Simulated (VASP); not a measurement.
# SnSe2 (P-3m1) in VASP: a series of runs

Runs on SnSe2. Level: PBE. Tasks: single point.

All numbers are computed with VASP 6.6.1; they aren't measurements. Logs are shortened: lines on timing, memory, paths and dates and some standing lists are left out, and cuts for length are marked.

**1. The cell of the first run**

The structure is trigonal, space group P-3m1 (No. 164). The conventional cell has a = 3.863 Å, b = 3.863 Å, c = 6.600 Å, α = 90.00°, β = 90.00°, γ = 120.00°. Within 3.6 Å of Sn (site symmetry -3m) lie 6 Se at 2.74 Å. Se (site symmetry 3m) has 3 Sn at 2.74 Å within 3.6 Å.

**2. Single point, PBE (volume scaled by 0.94, then relaxed in part)**

INCAR

```
SYSTEM = SnSe2
  PREC = Accurate
  ENCUT = 520
  EDIFF = 1E-6
  ISMEAR = 0
  SIGMA = 0.02
  LREAL = .False.
  LASPH = .True.
  NELM = 80
  ALGO = Normal
  ISIF = 2
  LWAVE = .False.
  LCHARG = .False.
  GGA = PE
  NBANDS = 20
```

KPOINTS

```
Automatic mesh
0
Gamma
  12 12 4
  0 0 0
```

POSCAR

```
SnSe2
1.0
    3.8625212203      0.0000000000      0.0000000000
   -1.9312606102      3.3450414994      0.0000000000
    0.0000000000      0.0000000000      6.6000750243
Sn Se
1 2
Direct
    0.0000000000      0.0000000000      0.0000000000
    0.3333333333      0.6666666667      0.2419417899
    0.6666666667      0.3333333333      0.7580582101
```

Potentials or basis: VASP PAW PBE potentials, release 64 (Sn_d, Se).

Started as:

```bash
> cat potpaw_PBE.64/Sn_d/POTCAR potpaw_PBE.64/Se/POTCAR > POTCAR
> mpirun -np 1 vasp_std > vasp.out
```

OUTCAR:

```text
SYSTEM = SnSe2
   PREC = Accurate
   ENCUT = 520
   EDIFF = 1E-6
   ISMEAR = 0
   LREAL = .False.
   LASPH = .True.
   NELM = 80
   ISIF = 2
   GGA = PE

 ion  position               nearest neighbor table
   1  0.000  0.000  0.000-   2 2.74   3 2.74   2 2.74   3 2.74   3 2.74   2 2.74
   2  0.333  0.667  0.242-   1 2.74   1 2.74   1 2.74
   3  0.667  0.333  0.758-   1 2.74   1 2.74   1 2.74

  LATTYP: Found a hexagonal cell.
 ALAT       =     3.8625212203
 C/A-ratio  =     1.7087479001

  Lattice vectors:

 A1 = (   3.8625212203,   0.0000000000,   0.0000000000)
 A2 = (  -1.9312606102,   3.3450414994,   0.0000000000)
 A3 = (   0.0000000000,   0.0000000000,   6.6000750243)

Analysis of symmetry for initial positions (statically):
=====================================================================
 Subroutine PRICEL returns:
 Original cell was already a primitive cell.

 Routine SETGRP: Setting up the symmetry group for a
 hexagonal supercell.

 Subroutine GETGRP returns: Found 12 space group operations
 (whereof 12 operations were pure point group operations)
 out of a pool of 24 trial point group operations.

The static configuration has the point symmetry D_3d.

Analysis of symmetry for dynamics (positions and initial velocities):
=====================================================================
 Subroutine PRICEL returns:
 Original cell was already a primitive cell.

 Routine SETGRP: Setting up the symmetry group for a
 hexagonal supercell.

 Subroutine GETGRP returns: Found 12 space group operations
 (whereof 12 operations were pure point group operations)
 out of a pool of 24 trial point group operations.

The dynamic configuration has the point symmetry D_3d.

 Subroutine INISYM returns: Found 12 space group operations
 (whereof 12 operations are pure point group operations),
 and found     1 'primitive' translations

----------------------------------------------------------------------------------------

                                     Primitive cell

  volume of cell :      85.2749

  direct lattice vectors                    reciprocal lattice vectors
     3.862521220  0.000000000  0.000000000     0.258898254  0.149474977  0.000000000
    -1.931260610  3.345041499  0.000000000     0.000000000  0.298949953  0.000000000
     0.000000000  0.000000000  6.600075024     0.000000000  0.000000000  0.151513429

  length of vectors
     3.862521220  3.862521220  6.600075024     0.298949953  0.298949953  0.151513429

  position of ions in fractional coordinates (direct lattice)
     0.000000000  0.000000000  0.000000000
     0.333333333  0.666666667  0.241941790
     0.666666667  0.333333333  0.758058210

  ion indices of the primitive-cell ions
   primitive index   ion index
                 1           1
                 2           2
                 3           3

----------------------------------------------------------------------------------------

 KPOINTS: Automatic mesh

Automatic generation of k-mesh.
 Grid dimensions read from file:
 generate k-points for:   12   12    4

 Generating k-lattice:

  Cartesian coordinates                     Fractional coordinates (reciprocal lattice)
     0.021574855  0.012456248  0.000000000     0.083333333  0.000000000  0.000000000
     0.000000000  0.024912496  0.000000000     0.000000000  0.083333333  0.000000000
     0.000000000  0.000000000  0.037878357     0.000000000  0.000000000  0.250000000

  Length of vectors
     0.024912496  0.024912496  0.037878357

  Shift w.r.t. Gamma in fractional coordinates (k-lattice)
     0.000000000  0.000000000  0.000000000

 Subroutine IBZKPT returns following result:
 ===========================================

 Found     69 irreducible k-points:

 Following reciprocal coordinates:
            Coordinates               Weight
  0.000000  0.000000  0.000000      1.000000
  0.083333  0.000000  0.000000      6.000000
  0.166667  0.000000  0.000000      6.000000
  0.250000  0.000000  0.000000      6.000000
  0.333333  0.000000  0.000000      6.000000
  0.416667  0.000000  0.000000      6.000000
[... 16 lines left out ...]
  0.166667  0.000000  0.250000      6.000000
  0.000000  0.166667  0.250000      6.000000
 [... further k-points ...]
   k-points           NKPTS =     69   k-points in BZ     NKDIM =     69   number of bands    NBANDS=     20
   number of dos      NEDOS =    301   number of ions     NIONS =      3
   total plane-waves  NPLWV =  45000
   dimension x,y,z NGX =    30 NGY =   30 NGZ =   50
   dimension x,y,z NGXF=    60 NGYF=   60 NGZF=  100
   ions per type =               1   2
   NGX,Y,Z   is equivalent  to a cutoff of  12.91, 12.91, 12.59 a.u.
   NGXF,Y,Z  is equivalent  to a cutoff of  25.82, 25.82, 25.19 a.u.
 SYSTEM =  SnSe2
   PREC   = accura    normal or accurate (medium, high low for compatibility)
   ISTART =      0    job   : 0-new  1-cont  2-samecut
   ICHARG =      2    charge: 1-file 2-atom 10-const
   ISPIN  =      1    spin polarized calculation?
   LNONCOLLINEAR =      F non collinear calculations
   LSORBIT =      F    spin-orbit coupling
   LASPH  =      T    aspherical Exc in radial PAW
   ENCUT  =  520.0 eV  38.22 Ry    6.18 a.u.   7.18  7.18 12.27*2*pi/ulx,y,z
   NELM   =     80;   NELMIN=  2; NELMDL= -5     # of ELM steps
   EDIFF  = 0.1E-05   stopping-criterion for ELM
   LREAL  =      F    real-space projection
   EDIFFG = 0.1E-04   stopping-criterion for IOM
   NSW    =      0    number of steps for IOM
   IBRION =     -1    ionic relax: 0-MD 1-quasi-New 2-CG
   NFREE  =      0    steps in history (QN), initial steepest desc. (CG)
   ISIF   =      2    stress and relaxation
   ISYM   =      2    0-nonsym 1-usesym 2-fastsym
   POTIM  = 0.5000    time-step for ionic-motion
   TEBEG  =    0.0;   TEEND  =   0.0 temperature during run
   PSTRESS=    0.0 pullay stress
   NELECT =      26.0000    total number of electrons
   NUPDOWN=      -1.0000    fix difference up-down
   EMIN   =  10.00;   EMAX   =-10.00  energy-range for DOS
   EFERMI =   0.00;   METHOD = LEGACY
   ISMEAR =     0;   SIGMA  =   0.02  broadening in eV -4-tet -1-fermi 0-gaus
   EFERMI_NEDOS =   21; number of points for ismear=-14 and -15
   IALGO  =     38    algorithm
   IMIX   =      4    mixing-type and parameters
     AMIX     =   0.40;   BMIX     =  1.00
     AMIX_MAG =   1.60;   BMIX_MAG =  1.00
  volume/ion in A,a.u.               =      28.42       191.82
  Fermi-wavevector in a.u.,A,eV,Ry     =   1.101858  2.082209 16.518704  1.214090
  Thomas-Fermi vector in A             =   2.238292
   LORBIT       =      0    0 simple, 1 ext, 2 COOP (PROOUT), +10 PAW based schemes
   GGA     = PE    functional components
   LHFCALC =     F    Hartree Fock is set to
   AEXX    =    0.0000 exact exchange contribution
   IVDW    =     0    specifies the selected vdW correction
   LEPSILON=     F    determine dielectric tensor
   LRPA    =     F    only Hartree local field effects (RPA)
 non-spin polarized calculation
 Gauss-broadening in eV      SIGMA  =   0.02
  energy-cutoff  :      520.00
  volume of cell :       85.27
 maximum number of plane-waves:      2315
 NGX is ok and might be reduce to    30
   NGX = 15   NGY = 15   NGZ = 25

 number of electron      25.9999995 magnetization

 Free energy of the ion-electron system (eV)
  ---------------------------------------------------
  ext. energy  EPLUGINS =         0.00000000
  ---------------------------------------------------
  free energy    TOTEN  =       -11.86917717 eV

  energy without entropy =      -11.86917717  energy(sigma->0) =      -11.86917717

 E-fermi :   3.2207     XC(G=0):  -8.9603

 val. band max:        3.1178943005   @ k =   0.1667   0.0000   0.0000
 cond. band min:       3.7960135762   @ k =   0.5000   0.0000   0.5000
 fundamental gap:      0.6781192757
 Fermi energy:         3.2206575846

 k-point     1 :       0.0000    0.0000    0.0000
  band No.  band energies     occupation
      1     -18.0207      2.00000
      2     -18.0207      2.00000
      3     -17.9875      2.00000
      4     -17.9780      2.00000
      5     -17.9780      2.00000
      6     -10.3188      2.00000
[... 12 lines left out ...]
     19      12.0748      0.00000
     20      12.0754      0.00000

 k-point     2 :       0.0833    0.0000    0.0000
  band No.  band energies     occupation
      1     -18.0230      2.00000
      2     -18.0183      2.00000
      3     -17.9859      2.00000
      4     -17.9796      2.00000
      5     -17.9779      2.00000
      6     -10.2549      2.00000
[... 12 lines left out ...]
     19      11.3824      0.00000
     20      12.1857      0.00000

 k-point     3 :       0.1667    0.0000    0.0000
  band No.  band energies     occupation
      1     -18.0300      2.00000
      2     -18.0123      2.00000
      3     -17.9848      2.00000
      4     -17.9799      2.00000
      5     -17.9771      2.00000
      6     -10.0679      2.00000
[... 12 lines left out ...]
     19      11.4691      0.00000
     20      12.1183      0.00000

 k-point     4 :       0.2500    0.0000    0.0000
  band No.  band energies     occupation
      1     -18.0406      2.00000
      2     -18.0059      2.00000
      3     -17.9897      2.00000
      4     -17.9743      2.00000
      5     -17.9729      2.00000
      6      -9.7746      2.00000
[... 12 lines left out ...]
     19      11.5265      0.00000
     20      12.1414      0.00000

 k-point     5 :       0.3333    0.0000    0.0000
  band No.  band energies     occupation
      1     -18.0520      2.00000
      2     -18.0020      2.00000
      3     -17.9942      2.00000
      4     -17.9689      2.00000
      5     -17.9654      2.00000
      6      -9.4112      2.00000
[... 12 lines left out ...]
     19      11.9650      0.00000
     20      12.4343      0.00000
[... 353 lines left out ...]
      6     -10.2095      2.00000
[... 12 lines left out ...]
     19      11.2001      0.00000
     20      12.1167      0.00000

 k-point    22 :       0.0000    0.0833    0.2500
  band No.  band energies     occupation
      1     -18.0230      2.00000
      2     -18.0183      2.00000
      3     -17.9858      2.00000
      4     -17.9796      2.00000
      5     -17.9779      2.00000
      6     -10.2095      2.00000
[... 12 lines left out ...]
     19      11.3462      0.00000
     20      11.9398      0.00000

 k-point    23 :       0.1667    0.0000    0.2500
  band No.  band energies     occupation
      1     -18.0300      2.00000
      2     -18.0123      2.00000
      3     -17.9848      2.00000
      4     -17.9799      2.00000
      5     -17.9771      2.00000
      6     -10.0237      2.00000
[... 12 lines left out ...]
     19      11.3635      0.00000
     20      12.2060      0.00000

 k-point    24 :       0.0000    0.1667    0.2500
  band No.  band energies     occupation
      1     -18.0300      2.00000
      2     -18.0123      2.00000
      3     -17.9848      2.00000
      4     -17.9799      2.00000
      5     -17.9771      2.00000
      6     -10.0236      2.00000
[... 12 lines left out ...]
     19      11.2719      0.00000
     20      11.8499      0.00000

 [... further k-points ...]
[... 5 lines left out ...]
  --------------------------------------------------------------------------------------
  -------------------------------------------------------------------------------------
  Total        0.2635009      0.2635009      0.1982787     -0.0000000      0.0000000      0.0000000
  in kB        4.9507549      4.9507549      3.7253351     -0.0000000      0.0000000      0.0000000
  external PRESSURE =       4.5422816 kB  Pullay stress =       0.0000000 kB

 VOLUME and BASIS-vectors are now :
 -----------------------------------------------------------------------------
  energy-cutoff  :      520.00
  volume of cell :       85.27
      direct lattice vectors                 reciprocal lattice vectors
     3.862521220  0.000000000  0.000000000     0.258898254  0.149474977  0.000000000
    -1.931260610  3.345041499  0.000000000     0.000000000  0.298949953  0.000000000
     0.000000000  0.000000000  6.600075024     0.000000000  0.000000000  0.151513429

 POSITION                                       TOTAL-FORCE (eV/Angst)
 -----------------------------------------------------------------------------------
      0.00000      0.00000      0.00000         0.000000      0.000000      0.000000
     -0.00000      2.23003      1.59683         0.000000     -0.000000      0.006328
      1.93126      1.11501      5.00324        -0.000000      0.000000     -0.006328
 -----------------------------------------------------------------------------------
    total drift:                               -0.000000     -0.000000      0.000000

  FREE ENERGIE OF THE ION-ELECTRON SYSTEM (eV)
  ---------------------------------------------------
  free  energy   TOTEN  =       -11.8691771675 eV

  energy  without entropy=      -11.8691771675  energy(sigma->0) =      -11.86917717
```

Wall time 39 s (1 thread of Intel Xeon 6975P-C (Granite Rapids), shared host); peak memory 0.26 GiB.

Results:

| Quantity | Value |
| --- | --- |
| Free energy | -11.8692 eV |
| Pressure | 0.5 GPa |
| Largest force | 0.006 eV/Å |
| Band gap on the k mesh | 0.68 eV, indirect (least direct gap 1.12 eV) |

Forces on the atoms (eV/Å):
```
Sn   0.000  0.000  0.000
Se   0.000  0.000  0.006
Se   0.000  0.000 -0.006
```

Levels at points of the mesh, in eV from the valence-band top:
```tsv
k point	band 11	band 12	band 13	band 14	band 15	band 16
(0.00, 0.00, 0.00)	-0.32	-0.16	-0.16	1.00	3.10	4.61
(0.50, 0.00, 0.00)	-2.24	-0.96	-0.25	1.02	3.82	5.43
(0.00, 0.00, 0.50)	-0.53	-0.08	-0.08	2.18	3.00	4.47
(0.50, 0.00, 0.50)	-1.98	-0.68	-0.47	0.68	4.20	4.79
```

Caveat: the cell differs from its parent crystal (volume scaled by 0.94, then relaxed in part); spin-orbit coupling is left out, which moves the levels of the heavy elements; this functional lacks dispersion, which binds the layers, so the pressure and a relaxed spacing across them are unreliable. A k mesh can miss the band edges.

**3. Single point, PBE (volume scaled by 0.97, then relaxed in part)**

INCAR

```
ALGO = Normal
EDIFF = 1E-6
ENCUT = 520
GGA = PE
ISIF = 2
ISMEAR = 0
LASPH = T
LCHARG = F
LREAL = F
LWAVE = F
NBANDS = 20
NELM = 100
PREC = Accurate
SIGMA = 0.02
```

KPOINTS

```
k-points
0
Gamma
  12 12 4
```

POSCAR

```
SnSe2
1.0
    3.8658463035      0.0000000000      0.0000000000
   -1.9329231518      3.3479211060      0.0000000000
    0.0000000000      0.0000000000      6.7990047196
Sn Se
1 2
Direct
    0.0000000000      0.0000000000      0.0000000000
    0.3333333333      0.6666666667      0.2348781090
    0.6666666667      0.3333333333      0.7651218910
```

Potentials or basis: VASP PAW PBE potentials, release 64 (Sn_d, Se).

Started as:

```bash
> cat potpaw_PBE.64/Sn_d/POTCAR potpaw_PBE.64/Se/POTCAR > POTCAR
> mpirun -np 1 vasp_std > vasp.out
```

It took 41 s on 1 thread of Intel Xeon 6975P-C (Granite Rapids), shared host; peak memory 0.27 GiB.

It converged, with:

```
Free energy            : -11.8732 eV
Pressure               : 0.2 GPa
Largest force          : 0.004 eV/Å
Band gap on the k mesh : 0.68 eV, indirect (least direct gap 1.10 eV)
```

Forces in eV/Å, atoms in the order of the input:
```
Sn   0.000  0.000  0.000
Se   0.000  0.000  0.004
Se   0.000  0.000 -0.004
```

Stress tensor (GPa, compression positive):
```
0.27 0.00 0.00
0.00 0.27 0.00
0.00 0.00 0.14
```

Levels at points of the mesh, in eV from the valence-band top:
```
           k point  band 9  band 10  band 11  band 12  band 13  band 14  band 15  band 16  band 17  band 18
(0.00, 0.00, 0.00)   -0.47    -0.47    -0.44    -0.13    -0.13     1.05     3.10     4.60     4.60     7.42
(0.50, 0.00, 0.00)   -4.17    -2.47    -2.20    -0.87    -0.27     0.97     3.85     5.50     5.63     6.32
(0.00, 0.00, 0.50)   -1.63    -0.50    -0.50    -0.08    -0.08     2.08     3.01     4.50     4.50     8.07
(0.50, 0.00, 0.50)   -4.35    -2.14    -2.02    -0.66    -0.42     0.68     4.20     4.84     5.75     5.88
```

Caveat: the cell differs from its parent crystal (volume scaled by 0.97, then relaxed in part); spin-orbit coupling is left out, which moves the levels of the heavy elements; this functional lacks dispersion, which binds the layers, so the pressure and a relaxed spacing across them are unreliable.

**4. Single point, PBE**

This run uses another cell than the first one, of 30.24 Å³/atom, 1.064 times its volume.

INCAR

```
ALGO = Normal
EDIFF = 1E-7
ENCUT = 520
GGA = PE
ISIF = 2
ISMEAR = 0
LASPH = T
LCHARG = T
LELF = T
LREAL = F
LVHAR = T
LWAVE = F
NBANDS = 20
NELM = 80
PREC = Accurate
SIGMA = 0.02
```

KPOINTS is that of step 3.

POSCAR

```
SnSe2
1.0
    3.8717660122      0.0000000000      0.0000000000
   -1.9358830061      3.3530477241      0.0000000000
    0.0000000000      0.0000000000      6.9878660156
Sn Se
1 2
Direct
    0.0000000000      0.0000000000      0.0000000000
    0.3333333333      0.6666666667      0.2281519245
    0.6666666667      0.3333333333      0.7718480755
```

Started as:

```bash
> cat potpaw_PBE.64/Sn_d/POTCAR potpaw_PBE.64/Se/POTCAR > POTCAR
> mpirun -np 1 vasp_std > vasp.out
```

Wall time 55 s (1 thread of Intel Xeon 6975P-C (Granite Rapids), shared host); peak memory 0.28 GiB.

Results (log left out):

- Free energy: -11.8745 eV
- Pressure: 0.1 GPa
- Largest force: 0.016 eV/Å
- Band gap on the k mesh: 0.70 eV, indirect (least direct gap 1.08 eV)

Forces on the atoms (eV/Å):
```
Sn   0.000  0.000  0.000
Se   0.000  0.000  0.016
Se   0.000  0.000 -0.016
```

Levels at points of the mesh, in eV from the valence-band top:
```tsv
k point	band 9	band 10	band 11	band 12	band 13	band 14	band 15	band 16	band 17	band 18
(0.00, 0.00, 0.00)	-0.52	-0.47	-0.47	-0.12	-0.12	1.09	3.08	4.59	4.59	7.19
(0.50, 0.00, 0.00)	-4.16	-2.38	-2.18	-0.79	-0.27	0.93	3.89	5.56	5.68	6.22
(0.00, 0.00, 0.50)	-1.50	-0.49	-0.49	-0.08	-0.08	1.98	3.00	4.51	4.51	7.72
(0.50, 0.00, 0.50)	-4.29	-2.14	-2.04	-0.63	-0.38	0.70	4.21	4.91	5.75	5.86
```

Caveat: spin-orbit coupling is left out, which moves the levels of the heavy elements; this functional lacks dispersion, which binds the layers, so the pressure and a relaxed spacing across them are unreliable.

[end of part 1 of 2]
